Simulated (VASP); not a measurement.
# MgO (MgO (Fm-3m)) (Fm-3m) in VASP: a series of runs, part 2 of 2

VASP 6.6.1.

## Step 3: Single point, PBE

Input file INCAR:

```
SYSTEM = MgO
  PREC = Accurate
  ENCUT = 520
  EDIFF = 1E-7
  ISMEAR = -1
  SIGMA = 0.01
  LREAL = .False.
  LASPH = .True.
  NELM = 100
  ALGO = Normal
  ISIF = 2
  LWAVE = .False.
  LCHARG = .False.
  GGA = PE
  NBANDS = 11
```

Input file KPOINTS:

```
Automatic mesh
0
Gamma
  11 11 11
  0 0 0
```

Input file POSCAR:

```
MgO
1.0
    0.0000000000      2.1271906151      2.1271906151
    2.1271906151      0.0000000000      2.1271906151
    2.1271906151      2.1271906151      0.0000000000
Mg O
1 1
Direct
    0.0000000000      0.0000000000      0.0000000000
    0.5000000000      0.5000000000      0.5000000000
```

Potentials or basis: VASP PAW PBE potentials, release 64 (Mg, O).

Command:

```console
> cat potpaw_PBE.64/Mg/POTCAR potpaw_PBE.64/O/POTCAR > POTCAR
> mpirun -np 1 vasp_std > vasp.out
```

OUTCAR:

```text
SYSTEM = MgO
   PREC = Accurate
   ENCUT = 520
   EDIFF = 1E-7
   ISMEAR = -1
   LREAL = .False.
   LASPH = .True.
   NELM = 100
   ISIF = 2
   GGA = PE

 ion  position               nearest neighbor table
   1  0.000  0.000  0.000-   2 2.13   2 2.13   2 2.13   2 2.13   2 2.13   2 2.13
   2  0.500  0.500  0.500-   1 2.13   1 2.13   1 2.13   1 2.13   1 2.13   1 2.13

  LATTYP: Found a face centered cubic cell.
 ALAT       =     4.2543812302

  Lattice vectors:

 A1 = (   0.0000000000,   2.1271906151,   2.1271906151)
 A2 = (   2.1271906151,   0.0000000000,   2.1271906151)
 A3 = (   2.1271906151,   2.1271906151,   0.0000000000)

Analysis of symmetry for initial positions (statically):
=====================================================================
 Subroutine PRICEL returns:
 Original cell was already a primitive cell.

 Routine SETGRP: Setting up the symmetry group for a
 face centered cubic supercell.

 Subroutine GETGRP returns: Found 48 space group operations
 (whereof 48 operations were pure point group operations)
 out of a pool of 48 trial point group operations.

The static configuration has the point symmetry O_h .

Analysis of symmetry for dynamics (positions and initial velocities):
=====================================================================
 Subroutine PRICEL returns:
 Original cell was already a primitive cell.

 Routine SETGRP: Setting up the symmetry group for a
 face centered cubic supercell.

 Subroutine GETGRP returns: Found 48 space group operations
 (whereof 48 operations were pure point group operations)
 out of a pool of 48 trial point group operations.

The dynamic configuration has the point symmetry O_h .

 Subroutine INISYM returns: Found 48 space group operations
 (whereof 48 operations are pure point group operations),
 and found     1 'primitive' translations

----------------------------------------------------------------------------------------

                                     Primitive cell

  volume of cell :      19.2508

  direct lattice vectors                    reciprocal lattice vectors
     0.000000000  2.127190615  2.127190615    -0.235051808  0.235051808  0.235051808
     2.127190615  0.000000000  2.127190615     0.235051808 -0.235051808  0.235051808
     2.127190615  2.127190615  0.000000000     0.235051808  0.235051808 -0.235051808

  length of vectors
     3.008301818  3.008301818  3.008301818     0.407121674  0.407121674  0.407121674

  position of ions in fractional coordinates (direct lattice)
     0.000000000  0.000000000  0.000000000
     0.500000000  0.500000000  0.500000000

  ion indices of the primitive-cell ions
   primitive index   ion index
                 1           1
                 2           2

----------------------------------------------------------------------------------------

 KPOINTS: Automatic mesh

Automatic generation of k-mesh.
 Grid dimensions read from file:
 generate k-points for:   11   11   11

 Generating k-lattice:

  Cartesian coordinates                     Fractional coordinates (reciprocal lattice)
    -0.021368346  0.021368346  0.021368346     0.090909091  0.000000000  0.000000000
     0.021368346 -0.021368346  0.021368346     0.000000000  0.090909091  0.000000000
     0.021368346  0.021368346 -0.021368346     0.000000000  0.000000000  0.090909091

  Length of vectors
     0.037011061  0.037011061  0.037011061

  Shift w.r.t. Gamma in fractional coordinates (k-lattice)
     0.000000000  0.000000000  0.000000000

 Subroutine IBZKPT returns following result:
 ===========================================

 Found     56 irreducible k-points:

 Following reciprocal coordinates:
            Coordinates               Weight
  0.000000  0.000000  0.000000      1.000000
  0.090909  0.000000  0.000000      8.000000
  0.181818  0.000000  0.000000      8.000000
  0.272727  0.000000  0.000000      8.000000
  0.363636  0.000000  0.000000      8.000000
  0.454545  0.000000  0.000000      8.000000
[... 16 lines left out ...]
 -0.272727  0.181818  0.000000     24.000000
 -0.181818  0.181818  0.000000     12.000000
 [... further k-points ...]
   k-points           NKPTS =     56   k-points in BZ     NKDIM =     56   number of bands    NBANDS=     11
   number of dos      NEDOS =    301   number of ions     NIONS =      2
   total plane-waves  NPLWV =  13824
   dimension x,y,z NGX =    24 NGY =   24 NGZ =   24
   dimension x,y,z NGXF=    48 NGYF=   48 NGZF=   48
   ions per type =               1   1
   NGX,Y,Z   is equivalent  to a cutoff of  13.26, 13.26, 13.26 a.u.
   NGXF,Y,Z  is equivalent  to a cutoff of  26.53, 26.53, 26.53 a.u.
 SYSTEM =  MgO
   PREC   = accura    normal or accurate (medium, high low for compatibility)
   ISTART =      0    job   : 0-new  1-cont  2-samecut
   ICHARG =      2    charge: 1-file 2-atom 10-const
   ISPIN  =      1    spin polarized calculation?
   LNONCOLLINEAR =      F non collinear calculations
   LSORBIT =      F    spin-orbit coupling
   LASPH  =      T    aspherical Exc in radial PAW
   ENCUT  =  520.0 eV  38.22 Ry    6.18 a.u.   5.59  5.59  5.59*2*pi/ulx,y,z
   NELM   =    100;   NELMIN=  2; NELMDL= -5     # of ELM steps
   EDIFF  = 0.1E-06   stopping-criterion for ELM
   LREAL  =      F    real-space projection
   EDIFFG = 0.1E-05   stopping-criterion for IOM
   NSW    =      0    number of steps for IOM
   IBRION =     -1    ionic relax: 0-MD 1-quasi-New 2-CG
   NFREE  =      0    steps in history (QN), initial steepest desc. (CG)
   ISIF   =      2    stress and relaxation
   ISYM   =      2    0-nonsym 1-usesym 2-fastsym
   POTIM  = 0.5000    time-step for ionic-motion
   TEBEG  =    0.0;   TEEND  =   0.0 temperature during run
   PSTRESS=    0.0 pullay stress
   NELECT =       8.0000    total number of electrons
   NUPDOWN=      -1.0000    fix difference up-down
   EMIN   =  10.00;   EMAX   =-10.00  energy-range for DOS
   EFERMI =   0.00;   METHOD = LEGACY
   ISMEAR =    -1;   SIGMA  =   0.01  broadening in eV -4-tet -1-fermi 0-gaus
   EFERMI_NEDOS =   21; number of points for ismear=-14 and -15
   IALGO  =     38    algorithm
   IMIX   =      4    mixing-type and parameters
     AMIX     =   0.40;   BMIX     =  1.00
     AMIX_MAG =   1.60;   BMIX_MAG =  1.00
  volume/ion in A,a.u.               =       9.63        64.96
  Fermi-wavevector in a.u.,A,eV,Ry     =   1.221673  2.308628 20.306500  1.492486
  Thomas-Fermi vector in A             =   2.356847
   LORBIT       =      0    0 simple, 1 ext, 2 COOP (PROOUT), +10 PAW based schemes
   GGA     = PE    functional components
   LHFCALC =     F    Hartree Fock is set to
   AEXX    =    0.0000 exact exchange contribution
   IVDW    =     0    specifies the selected vdW correction
   LEPSILON=     F    determine dielectric tensor
   LRPA    =     F    only Hartree local field effects (RPA)
 non-spin polarized calculation
  energy-cutoff  :      520.00
  volume of cell :       19.25
 maximum number of plane-waves:       534
   NGX = 11   NGY = 11   NGZ = 11

 number of electron       8.0000004 magnetization

 Free energy of the ion-electron system (eV)
  ---------------------------------------------------
  ext. energy  EPLUGINS =         0.00000000
  ---------------------------------------------------
  free energy    TOTEN  =       -11.91168296 eV

  energy without entropy =      -11.91168296  energy(sigma->0) =      -11.91168296

 E-fermi :   3.2583     XC(G=0): -10.9375

 val. band max:        2.9653630702   @ k =   0.0000   0.0000   0.0000
 cond. band min:       7.4055185001   @ k =   0.0000   0.0000   0.0000
 fundamental gap:      4.4401554299
 Fermi energy:         3.2582514319

 k-point     1 :       0.0000    0.0000    0.0000
  band No.  band energies     occupation
      1     -14.1470      2.00000
      2       2.9654      2.00000
      3       2.9654      2.00000
      4       2.9654      2.00000
      5       7.4055      0.00000
      6      18.5949      0.00000
      7      18.5949      0.00000
      8      18.5949      0.00000
      9      22.4335      0.00000
     10      24.1732      0.00000
     11      24.1732      0.00000
[... 309 lines left out ...]
 k-point    24 :      -0.1818    0.1818    0.0000
  band No.  band energies     occupation
      1     -13.4068      2.00000
      2       0.1704      2.00000
      3       1.8932      2.00000
      4       2.6142      2.00000
      5      10.7110      0.00000
      6      14.8566      0.00000
      7      18.1092      0.00000
      8      20.5886      0.00000
      9      20.7639      0.00000
     10      23.8837      0.00000
     11      26.9781      0.00000

 [... further k-points ...]
[... 5 lines left out ...]
  --------------------------------------------------------------------------------------
  -------------------------------------------------------------------------------------
  Total       -0.0953353     -0.0953353     -0.0953353      0.0000000     -0.0000000      0.0000000
  in kB       -7.9344180     -7.9344180     -7.9344180      0.0000000     -0.0000000      0.0000000
  external PRESSURE =      -7.9344180 kB  Pullay stress =       0.0000000 kB

 VOLUME and BASIS-vectors are now :
 -----------------------------------------------------------------------------
  energy-cutoff  :      520.00
  volume of cell :       19.25
      direct lattice vectors                 reciprocal lattice vectors
     0.000000000  2.127190615  2.127190615    -0.235051808  0.235051808  0.235051808
     2.127190615  0.000000000  2.127190615     0.235051808 -0.235051808  0.235051808
     2.127190615  2.127190615  0.000000000     0.235051808  0.235051808 -0.235051808

 POSITION                                       TOTAL-FORCE (eV/Angst)
 -----------------------------------------------------------------------------------
      0.00000      0.00000      0.00000        -0.000000      0.000000      0.000000
      2.12719      2.12719      2.12719         0.000000     -0.000000     -0.000000
 -----------------------------------------------------------------------------------
    total drift:                               -0.000000     -0.000000      0.000000

  FREE ENERGIE OF THE ION-ELECTRON SYSTEM (eV)
  ---------------------------------------------------
  free  energy   TOTEN  =       -11.9116829594 eV

  energy  without entropy=      -11.9116829594  energy(sigma->0) =      -11.91168296
```

stdout:

```text
POSCAR found type information on POSCAR MgO
 POSCAR found :  2 types and       2 ions
 scaLAPACK will be used
 LDA part: xc-table for (Slater+PW92), standard interpolation
 POSCAR, INCAR and KPOINTS ok, starting setup
 FFT: planning ... GRIDC
 FFT: planning ... GRID_SOFT
 FFT: planning ... GRID
 WAVECAR not read
 entering main loop
```

Wall time 7.9 s (1 thread of Intel Xeon Platinum 8259CL at 2.50GHz (Skylake/Cascade Lake), shared host); peak memory 0.14 GiB.

Results:

```yaml
Free_energy: -11.9117 eV
Pressure: -0.8 GPa
Band_gap_on_the_k_mesh: 4.44 eV, direct
```

## Step 4: Relaxation of cell and atoms, PBE

This run uses another cell than the first one, of 9.22 Å³/atom, 0.958 times its volume.

Input file INCAR:

```
SYSTEM = MgO
PREC = Accurate
ENCUT = 600
EDIFF = 1E-7
ISMEAR = 0
SIGMA = 0.01
LREAL = .FALSE.
LASPH = .TRUE.
NELM = 80
ALGO = Normal
ISIF = 3
LWAVE = .FALSE.
LCHARG = .FALSE.
GGA = PE
IBRION = 2
NSW = 80
EDIFFG = -0.005
```

Input file KPOINTS:

```
regular mesh
0
G
  11 11 11
  0 0 0
```

Input file POSCAR:

```
MgO
1.0
    0.0000000000      2.0970014000      2.0970014000
    2.0970014000      0.0000000000      2.0970014000
    2.0970014000      2.0970014000      0.0000000000
Mg O
1 1
Direct
    0.0000000000      0.0000000000      0.0000000000
    0.5000000000      0.5000000000      0.5000000000
```

Potentials or basis: VASP PAW PBE potentials, release 64 (Mg, O).

Command:

```console
> cat potpaw_PBE.64/Mg/POTCAR potpaw_PBE.64/O/POTCAR > POTCAR
> mpirun -np 1 vasp_std > vasp.out
```

OUTCAR:

```text
SYSTEM = MgO
   PREC = Accurate
   ENCUT = 600
   EDIFF = 1E-7
   ISMEAR = 0
   LREAL = .FALSE.
   LASPH = .TRUE.
   NELM = 80
   ISIF = 3
   GGA = PE
   IBRION = 2
   NSW = 80
   EDIFFG = -0.005

 ion  position               nearest neighbor table
   1  0.000  0.000  0.000-   2 2.10   2 2.10   2 2.10   2 2.10   2 2.10   2 2.10
   2  0.500  0.500  0.500-   1 2.10   1 2.10   1 2.10   1 2.10   1 2.10   1 2.10

  LATTYP: Found a face centered cubic cell.
 ALAT       =     4.1940028000

  Lattice vectors:

 A1 = (   0.0000000000,   2.0970014000,   2.0970014000)
 A2 = (   2.0970014000,   0.0000000000,   2.0970014000)
 A3 = (   2.0970014000,   2.0970014000,   0.0000000000)

Analysis of symmetry for initial positions (statically):
=====================================================================
[... 259 lines left out ...]
 fundamental gap:      4.5033783940
 Fermi energy:         3.0981664746

 k-point     1 :       0.0000    0.0000    0.0000
  band No.  band energies     occupation
      1     -14.1327      2.00000
      2       3.0120      2.00000
      3       3.0120      2.00000
      4       3.0120      2.00000
      5       7.5154      0.00000
      6      18.6812      0.00000
      7      18.6812      0.00000
      8      18.6812      0.00000
[... 243 lines left out ...]
 k-point    24 :      -0.1818    0.1818    0.0000
  band No.  band energies     occupation
      1     -13.3836      2.00000
      2       0.2038      2.00000
      3       1.9313      2.00000
      4       2.6563      2.00000
      5      10.8213      0.00000
      6      14.9392      0.00000
      7      18.2294      0.00000
      8      20.7156      0.00000

 [... further k-points ...]

------------------------ aborting loop because EDIFF is reached ----------------------------------------

  FORCE on cell =-STRESS in cart. coord.  units (eV):
  Direction    XX          YY          ZZ          XY          YZ          ZX
  --------------------------------------------------------------------------------------
  -------------------------------------------------------------------------------------
  Total        0.0011161      0.0011161      0.0011161      0.0000000     -0.0000000     -0.0000000
  in kB        0.0935087      0.0935087      0.0935087      0.0000000     -0.0000000     -0.0000000
  external PRESSURE =       0.0935087 kB  Pullay stress =       0.0000000 kB
[... 17 lines left out ...]
  FREE ENERGIE OF THE ION-ELECTRON SYSTEM (eV)
  ---------------------------------------------------
  free  energy   TOTEN  =       -11.9133705959 eV

  energy  without entropy=      -11.9133705959  energy(sigma->0) =      -11.91337060

 reached required accuracy - stopping structural energy minimisation
```

CONTCAR:

```text
MgO
   1.00000000000000
     0.0000000000000000    2.1225055701442903    2.1225055701442903
     2.1225055701442903   -0.0000000000000000    2.1225055701442903
     2.1225055701442903    2.1225055701442903    0.0000000000000000
  Mg              O
     1     1
Direct
     0.0000000000000000    0.0000000000000000    0.0000000000000000
     0.5000000000000000    0.5000000000000000    0.5000000000000000

  0.00000000E+00  0.00000000E+00  0.00000000E+00
  0.00000000E+00  0.00000000E+00  0.00000000E+00
```

Wall time 14 s (1 thread of Intel Xeon Platinum 8259CL at 2.50GHz (Skylake/Cascade Lake), shared host); peak memory 0.15 GiB.

Results:

| Item | Value |
| --- | --- |
| Free energy | -11.9134 eV |
| Relaxed volume | 9.56 Å³/atom |
| Relaxed cell | a = 3.002 Å, b = 3.002 Å, c = 3.002 Å, α = 60.00°, β = 60.00°, γ = 60.00° |
| Space group after relaxing (to 0.05 Å) | Fm-3m (No. 225) |
| Energy gained by relaxing | 6.1 meV/atom |
| Ionic steps | 3 |
| Pressure after relaxing | 0.0 GPa |
| Band gap on the k mesh | 4.50 eV, direct |

The path:
```
step  energy change (eV)  largest force (eV/Å)  pressure (GPa)  volume (Å³)
   1              0.0000                0.0000            5.93        18.44
   2             -0.0108                0.0000           -1.87        19.37
   3             -0.0122                0.0000            0.01        19.12
```

Final structure:
```
Mg O
1.0
     0.00000    2.12251    2.12251
     2.12251    0.00000    2.12251
     2.12251    2.12251    0.00000
Mg O
1 1
Direct
  0.00000 0.00000 0.00000
  0.50000 0.50000 0.50000
```

As with any semilocal functional, this PBE gap is likely too small.

## Step 5: Single point, PBE

This run uses another cell than the first one: it holds 32 atoms, not 2.

Input file INCAR:

```
SYSTEM = MgO
ALGO     = Normal         ! electronic algorithm
EDIFF    = 1E-6           ! SCF threshold, eV
ENCUT    = 520            ! plane-wave cutoff, eV
GGA      = PE             ! functional
ISIF     = 2              ! what is computed and relaxed
ISMEAR   = -1             ! smearing method
LASPH    = .True.         ! aspherical terms in the spheres
LCHARG   = .True.         ! write CHGCAR
LELF     = .True.         ! ELF
LREAL    = Auto         
LVHAR    = .True.       
LWAVE    = .False.        ! write WAVECAR
NBANDS   = 86             ! bands
NELM     = 80             ! most SCF steps
PREC     = Accurate       ! precision mode
SIGMA    = 0.01           ! smearing width, eV
```

Input file KPOINTS:

```
Automatic mesh
0
Gamma
  1 1 1
  0.25 0.25 0.25
```

Input file POSCAR:

```
MgO
1.0
   -4.2543812303      4.2543812303      4.2543812303
    4.2543812303     -4.2543812303      4.2543812303
    4.2543812303      4.2543812303     -4.2543812303
Mg O
16 16
Direct
    0.0000000000      0.0000000000      0.0000000000
    0.0000000000      0.2500000000      0.7500000000
    0.0000000000      0.5000000000      0.5000000000
    0.0000000000      0.7500000000      0.2500000000
    0.2500000000      0.0000000000      0.7500000000
    0.2500000000      0.2500000000      0.5000000000
    0.2500000000      0.5000000000      0.2500000000
    0.2500000000      0.7500000000      0.0000000000
    0.5000000000      0.0000000000      0.5000000000
    0.5000000000      0.2500000000      0.2500000000
    0.5000000000      0.5000000000      0.0000000000
    0.5000000000      0.7500000000      0.7500000000
    0.7500000000      0.0000000000      0.2500000000
    0.7500000000      0.2500000000      0.0000000000
    0.7500000000      0.5000000000      0.7500000000
    0.7500000000      0.7500000000      0.5000000000
    0.0000000000      0.0000000000      0.5000000000
    0.0000000000      0.2500000000      0.2500000000
    0.0000000000      0.5000000000      0.0000000000
    0.0000000000      0.7500000000      0.7500000000
    0.2500000000      0.0000000000      0.2500000000
    0.2500000000      0.2500000000      0.0000000000
    0.2500000000      0.5000000000      0.7500000000
    0.2500000000      0.7500000000      0.5000000000
    0.5000000000      0.0000000000      0.0000000000
    0.5000000000      0.2500000000      0.7500000000
    0.5000000000      0.5000000000      0.5000000000
    0.5000000000      0.7500000000      0.2500000000
    0.7500000000      0.0000000000      0.7500000000
    0.7500000000      0.2500000000      0.5000000000
    0.7500000000      0.5000000000      0.2500000000
    0.7500000000      0.7500000000      0.0000000000
```

Command:

```console
> cat potpaw_PBE.64/Mg/POTCAR potpaw_PBE.64/O/POTCAR > POTCAR
> mpirun -np 1 vasp_std > vasp.out
```

Wall time 73 s (1 thread of Intel Xeon Platinum 8259CL at 2.50GHz (Skylake/Cascade Lake), shared host); peak memory 0.4 GiB.

It converged, with:

```
Free energy            : -190.4902 eV
Pressure               : -0.8 GPa
Band gap on the k mesh : 7.13 eV
```

Levels at points of the mesh, in eV from the valence-band top:
```tsv
k point	band 60	band 61	band 62	band 63	band 64	band 65	band 66	band 67	band 68	band 69
(0.25, 0.25, 0.25)	0.00	0.00	0.00	0.00	0.00	7.13	7.13	7.13	7.13	9.80
```

Caveat: the k points lie up to 1.04 Å⁻¹ apart. A k mesh can miss the band edges.

## Step 6: Overview

```tsv
task	cell	k mesh	cutoff (eV)	smearing	gap on the mesh (eV)	pressure (GPa)
single point	a = 3.008 Å, angles 60.0°, 2 atoms	11 × 11 × 11	520	gaussian 0.01 eV	4.44	-0.8
single point	a = 3.008 Å, angles 60.0°, 2 atoms	11 × 11 × 11	520	fermi-dirac 0.01 eV	4.44	-0.8
relaxation of cell and atoms	relaxed from a = 2.966 Å, angles 60.0°, 2 atoms	11 × 11 × 11	600	gaussian 0.01 eV	4.50	0.0
single point	a = 7.369 Å, angles 109.5°, 32 atoms	1 × 1 × 1, shifted	520	fermi-dirac 0.01 eV	7.13	-0.8
```

Alike in all rows: level PBE; potentials or basis VASP PAW PBE potentials, release 64 (Mg, O); no spin polarisation.

Caveats: some runs use coarse meshes.

Absolute energies hang on the potentials; compare differences alone.
